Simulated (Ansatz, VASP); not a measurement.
**BeS in VASP and in Ansatz**

File POSCAR:

```
BeS
1.0
    0.0000000000      2.3172971969      2.3172971969
    2.4519321641      0.0000000000      2.3172971969
    2.4519321641      2.3172971969      0.0000000000
Be S
1 1
Direct
    0.0000000000      0.0000000000      0.0000000000
    0.5000000000      0.5000000000      0.5000000000
```

File INCAR.step1:

```
ALGO = Normal ; EDIFF = 1E-4
ENCUT = 520 ; GGA = PE
ISMEAR = 0 ; LASPH = True
LCHARG = False ; LREAL = False
LWAVE = True ; NBANDS = 11
NELM = 80 ; PREC = Accurate
SIGMA = 0.01
```

File INCAR.step2:

```
ALGO = Normal ; EDIFF = 1E-6
ENCUT = 520 ; ISIF = 2
ISMEAR = 0 ; ISTART = 1
LASPH = True ; LCHARG = False
LMIXTAU = True ; LREAL = False
LWAVE = False ; METAGGA = R2SCAN
NBANDS = 11 ; NELM = 80
PREC = Accurate ; SIGMA = 0.01
```

File KPOINTS:

```
k-points
0
Gamma
  10 10 10
```

Input for Ansatz:

```yaml
crystal:
  lattice:
    - [0.0, 2.3172971969, 2.3172971969]
    - [2.4519321641, 0.0, 2.3172971969]
    - [2.4519321641, 2.3172971969, 0.0]
  atoms:
    - { symbol: Be, position: [0.0, 0.0, 0.0] }
    - { symbol: S, position: [0.5, 0.5, 0.5] }
kpoints:
  mp_grid: { grid: [10, 10, 10] }
  band_path:
    path:
      - [0.0, 0.0, 0.0]
      - [0.5, 0.0, 0.5]
      - [0.625, 0.25, 0.625]
      - [0.375, 0.375, 0.75]
      - [0.5, 0.5, 0.5]
      - [0.5, 0.25, 0.75]
    npoints: 1
hamiltonian:
  xc: r2scan
scf:
  occupations: { method: fixed }
  n_extra_bands: 4
output:
  forces: true
  stress: true
  eigenvalues: true
  write_density: true
  write_potential: true
  elf: true
  volumetric_format: npy
```

Change from the starting cell: uniaxial_x strain +5.8%.

Alike in both runs: task single point; functional r2SCAN; k mesh 10 × 10 × 10; no spin polarisation.

```csv
,VASP,Ansatz
version,VASP 6.6.1,Ansatz 0.2.0
potentials or method,"VASP PAW PBE potentials, release 64 (Be, S)","plane waves, PAW"
plane-wave cutoff (eV),520,500
occupations,"gaussian, width 0.01 eV",fixed
valence electrons in the cell,8,8
```

```tsv
	VASP	Ansatz	Ansatz less VASP
gap on the k mesh at the Fermi level (eV)	1.01	1.02	+0.001
pressure (GPa)	-5.2	-5.1	+0.12
traceless stress, the component that is largest in VASP (GPa)	-1.88	-2.04	-0.154
```

VASP's potentials were made for PBE, not for r2SCAN.
